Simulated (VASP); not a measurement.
# Mg (Fm-3m) in VASP: settings compared

Mg is run at these levels: PBE+D4, PBEsol; tasks: single point.

Program: VASP 6.6.1. These are calculated values, not measurements. Logs are shortened: lines on timing, memory, paths and dates and some standing lists are left out, and cuts for length are marked.

**1. The cell of the first run**

Symmetry: Fm-3m, No. 225, cubic system. Conventional cell: a = 4.489 Å, b = 4.489 Å, c = 4.489 Å, α = 90.00°, β = 90.00°, γ = 90.00°. Within 4.2 Å of Mg (site symmetry m-3m) lie 12 Mg at 3.17 Å.

This isn't the form of Mg at room conditions, which is hcp.

**2. Single point, PBE+D4**

Input file POSCAR:

```
Mg
1.0
    0.0000000000      2.2442560000      2.2442560000
    2.2442560000      0.0000000000      2.2442560000
    2.2442560000      2.2442560000      0.0000000000
Mg
1
Direct
    0.0000000000      0.0000000000      0.0000000000
```

Input file INCAR.step1:

```
SYSTEM = Mg
ALGO = Normal
EDIFF = 1E-6
ENCUT = 520
GGA = PE
ISIF = 2
ISMEAR = -1
IVDW = 13
LASPH = .TRUE.
LCHARG = .TRUE.
LREAL = .FALSE.
LWAVE = .FALSE.
NBANDS = 7
NELM = 80
PREC = Accurate
SIGMA = 0.1
```

Input file KPOINTS.step1:

```
k-points
0
G
  10 10 10
  0 0 0
```

Input file INCAR.step2:

```
SYSTEM = Mg
ALGO = Normal
EDIFF = 1E-6
ENCUT = 520
GGA = PE
ICHARG = 11
ISIF = 2
ISMEAR = -5
IVDW = 13
LASPH = .TRUE.
LCHARG = .FALSE.
LORBIT = 10
LREAL = .FALSE.
LWAVE = .FALSE.
NEDOS = 2001
NELM = 80
PREC = Accurate
SIGMA = 0.1
```

Input file KPOINTS.step2:

```
k-points
0
G
  15 15 15
  0 0 0
```

Potentials or basis: VASP PAW PBE potentials, release 64 (Mg).

Command:

```console
> cat potpaw_PBE.64/Mg/POTCAR > POTCAR
> cp INCAR.step1 INCAR
> cp KPOINTS.step1 KPOINTS
> mpirun -np 1 vasp_std > vasp.out
> cp INCAR.step2 INCAR
> cp KPOINTS.step2 KPOINTS
> mpirun -np 1 vasp_std > vasp.out
```

OUTCAR:

```text
SYSTEM = Mg
   EDIFF = 1E-6
   ENCUT = 520
   GGA = PE
   ICHARG = 11
   ISIF = 2
   ISMEAR = -5
   IVDW = 13
   LASPH = .TRUE.
   LORBIT = 10
   LREAL = .FALSE.
   NELM = 80
   PREC = Accurate

 ion  position               nearest neighbor table
   1  0.000  0.000  0.000-

  LATTYP: Found a face centered cubic cell.
 ALAT       =     4.4885120000

  Lattice vectors:

 A1 = (   0.0000000000,   2.2442560000,   2.2442560000)
 A2 = (   2.2442560000,   0.0000000000,   2.2442560000)
 A3 = (   2.2442560000,   2.2442560000,   0.0000000000)

Analysis of symmetry for initial positions (statically):
=====================================================================
 Subroutine PRICEL returns:
 Original cell was already a primitive cell.

 Routine SETGRP: Setting up the symmetry group for a
 face centered cubic supercell.

 Subroutine GETGRP returns: Found 48 space group operations
 (whereof 48 operations were pure point group operations)
 out of a pool of 48 trial point group operations.

The static configuration has the point symmetry O_h .

Analysis of symmetry for dynamics (positions and initial velocities):
=====================================================================
 Subroutine PRICEL returns:
 Original cell was already a primitive cell.

 Routine SETGRP: Setting up the symmetry group for a
 face centered cubic supercell.

 Subroutine GETGRP returns: Found 48 space group operations
 (whereof 48 operations were pure point group operations)
 out of a pool of 48 trial point group operations.

The dynamic configuration has the point symmetry O_h .

 Subroutine INISYM returns: Found 48 space group operations
 (whereof 48 operations are pure point group operations),
 and found     1 'primitive' translations

----------------------------------------------------------------------------------------

                                     Primitive cell

  volume of cell :      22.6072

  direct lattice vectors                    reciprocal lattice vectors
     0.000000000  2.244256000  2.244256000    -0.222790983  0.222790983  0.222790983
     2.244256000  0.000000000  2.244256000     0.222790983 -0.222790983  0.222790983
     2.244256000  2.244256000  0.000000000     0.222790983  0.222790983 -0.222790983

  length of vectors
     3.173857273  3.173857273  3.173857273     0.385885302  0.385885302  0.385885302

  position of ions in fractional coordinates (direct lattice)
     0.000000000  0.000000000  0.000000000

[... 79 lines left out ...]
   EDIFFG = 0.1E-04   stopping-criterion for IOM
   NSW    =      0    number of steps for IOM
   IBRION =     -1    ionic relax: 0-MD 1-quasi-New 2-CG
   NFREE  =      0    steps in history (QN), initial steepest desc. (CG)
   ISIF   =      2    stress and relaxation
   ISYM   =      2    0-nonsym 1-usesym 2-fastsym
   POTIM  = 0.5000    time-step for ionic-motion
   TEBEG  =    0.0;   TEEND  =   0.0 temperature during run
   PSTRESS=    0.0 pullay stress
   NELECT =       2.0000    total number of electrons
   NUPDOWN=      -1.0000    fix difference up-down
   EMIN   =  10.00;   EMAX   =-10.00  energy-range for DOS
   EFERMI =   0.00;   METHOD = LEGACY
   ISMEAR =    -5;   SIGMA  =   0.10  broadening in eV -4-tet -1-fermi 0-gaus
   EFERMI_NEDOS =   21; number of points for ismear=-14 and -15
   IALGO  =     38    algorithm
   IMIX   =      4    mixing-type and parameters
     AMIX     =   0.40;   BMIX     =  1.00
     AMIX_MAG =   1.60;   BMIX_MAG =  1.00
  volume/ion in A,a.u.               =      22.61       152.56
  Fermi-wavevector in a.u.,A,eV,Ry     =   0.729462  1.378483  7.239854  0.532114
  Thomas-Fermi vector in A             =   1.821189
   LORBIT       =     10    0 simple, 1 ext, 2 COOP (PROOUT), +10 PAW based schemes
   GGA     = PE    functional components
   LHFCALC =     F    Hartree Fock is set to
   AEXX    =    0.0000 exact exchange contribution
   IVDW    =    13    specifies the selected vdW correction
   LEPSILON=     F    determine dielectric tensor
   LRPA    =     F    only Hartree local field effects (RPA)
 non-spin polarized calculation
 Fermi weights with tetrahedron method with Bloechl corrections
  energy-cutoff  :      520.00
  volume of cell :       22.61
 maximum number of plane-waves:       620

 number of electron       2.0000000 magnetization

 Free energy of the ion-electron system (eV)
  ---------------------------------------------------
  ext. energy  EPLUGINS =         0.00000000
  ---------------------------------------------------
  free energy    TOTEN  =        -1.49245902 eV

  energy without entropy =       -1.49245902  energy(sigma->0) =       -1.49245902

 E-fermi :   2.6838     XC(G=0):  -8.5392

 val. band max:        2.7756315818   @ k =  -0.4000   0.4667   0.0667
 cond. band min:       2.6101066610   @ k =  -0.4000   0.2667   0.0667
 fundamental gap:     -0.1655249208
 Fermi energy:         2.6838010118

 k-point     1 :       0.0000    0.0000    0.0000
  band No.  band energies     occupation
      1      -4.2848      2.00000
      2      15.1572      0.00000
      3      15.1572      0.00000
      4      15.1572      0.00000
      5      17.1706      0.00000
[... 177 lines left out ...]
 k-point    24 :       0.2000    0.1333    0.0000
  band No.  band energies     occupation
      1      -3.3897      2.00000
      2      10.8663      0.00000
      3      12.5368      0.00000
      4      13.1964      0.00000
      5      14.9785      0.00000

 [... further k-points ...]

------------------------ aborting loop because EDIFF is reached ----------------------------------------

  DFT-D4 for vdW energy calculation

  Edisp (eV):   -0.07694

  FORCE on cell =-STRESS in cart. coord.  units (eV):
  Direction    XX          YY          ZZ          XY          YZ          ZX
  --------------------------------------------------------------------------------------
  -------------------------------------------------------------------------------------
  Total       0.00884     0.00884     0.00884    -0.00000    -0.00000     0.00000
  in kB       0.62621     0.62621     0.62621    -0.00000    -0.00000     0.00000
  external pressure =        0.63 kB  Pullay stress =        0.00 kB

 VOLUME and BASIS-vectors are now :
 -----------------------------------------------------------------------------
  energy-cutoff  :      520.00
  volume of cell :       22.61
      direct lattice vectors                 reciprocal lattice vectors
     0.000000000  2.244256000  2.244256000    -0.222790983  0.222790983  0.222790983
     2.244256000  0.000000000  2.244256000     0.222790983 -0.222790983  0.222790983
     2.244256000  2.244256000  0.000000000     0.222790983  0.222790983 -0.222790983

 POSITION                                       TOTAL-FORCE (eV/Angst)
 -----------------------------------------------------------------------------------
      0.00000      0.00000      0.00000         0.000000      0.000000      0.000000
 -----------------------------------------------------------------------------------
    total drift:                                0.000000      0.000000     -0.000000

  FREE ENERGIE OF THE ION-ELECTRON SYSTEM (eV)
  ---------------------------------------------------
  free  energy   TOTEN  =        -1.5693971183 eV

  energy  without entropy=       -1.5693971183  energy(sigma->0) =       -1.56939712

 total charge

# of ion       s       p       d       tot
------------------------------------------
    1        0.212   0.127   0.012   0.351
```

OSZICAR.step1:

```text
N       E                     dE             d eps       ncg     rms          rms(c)
DAV:   1    -0.956773138545E+00   -0.95677E+00   -0.77622E+02   721   0.197E+02
DAV:   2    -0.150637111646E+01   -0.54960E+00   -0.54494E+00   875   0.105E+01
DAV:   3    -0.150859481882E+01   -0.22237E-02   -0.22204E-02   896   0.718E-01
DAV:   4    -0.150859892036E+01   -0.41015E-05   -0.41014E-05  1015   0.201E-02
DAV:   5    -0.150859892538E+01   -0.50291E-08   -0.48666E-08   889   0.490E-04    0.652E-01
DAV:   6    -0.150517542849E+01    0.34235E-02   -0.39917E-04   805   0.122E-01    0.416E-01
DAV:   7    -0.150139628950E+01    0.37791E-02   -0.16234E-03   805   0.213E-01    0.237E-02
DAV:   8    -0.150140226925E+01   -0.59797E-05   -0.88200E-06   987   0.172E-02    0.502E-03
DAV:   9    -0.150140201658E+01    0.25267E-06   -0.58394E-07   861   0.310E-03
   1 F= -.15783401E+01 E0= -.15707218E+01  d E =-.152367E-01
```

Wall time 20 s (1 thread of AMD EPYC 7R43 (Zen 3), shared host); peak memory 0.11 GiB.

What came out:

| Item | Value |
| --- | --- |
| Valence electrons inside the program's atomic spheres | Mg 0.35 |
| Dispersion energy per atom | -0.077 eV |

**3. Single point, PBEsol**

POSCAR is that of step 2.

Input file INCAR.step1:

```
PREC = Accurate
ENCUT = 520
EDIFF = 1E-7
ISMEAR = 1
SIGMA = 0.1
LREAL = F
LASPH = T
NELM = 60
ALGO = Normal
ISIF = 2
LWAVE = F
LCHARG = T
GGA = PS
NBANDS = 7
```

Input file KPOINTS.step1:

```
Automatic mesh
0
Gamma
  10 10 10
```

Input file INCAR.step2:

```
PREC = Accurate
ENCUT = 520
EDIFF = 1E-7
ISMEAR = -5
SIGMA = 0.1
LREAL = F
LASPH = T
NELM = 60
ALGO = Normal
ISIF = 2
LWAVE = F
LCHARG = F
GGA = PS
LORBIT = 10
NBANDS = 7
NEDOS = 2001
ICHARG = 11
```

Input file KPOINTS.step2:

```
Automatic mesh
0
Gamma
  15 15 15
```

Potentials or basis: VASP PAW PBE potentials, release 64 (Mg).

Command:

```console
> cat potpaw_PBE.64/Mg/POTCAR > POTCAR
> cp INCAR.step1 INCAR
> cp KPOINTS.step1 KPOINTS
> mpirun -np 1 vasp_std > vasp.out
> cp INCAR.step2 INCAR
> cp KPOINTS.step2 KPOINTS
> mpirun -np 1 vasp_std > vasp.out
```

Run time: 24 s. Hardware: 1 thread of AMD EPYC 7R43 (Zen 3), shared host; peak memory 0.11 GiB.

The run converged. Its results:

- Valence electrons inside the program's atomic spheres: Mg 0.35

Levels at points of the mesh, in eV from the Fermi level:
```csv
k point,band 1,band 2,band 3,band 4,band 5,band 6
"(0.00, 0.00, 0.00)",-6.97,12.46,12.46,12.46,14.48,14.48
```

Caveat: the PAW data sets were made with another functional, which shifts forces and pressure a little.
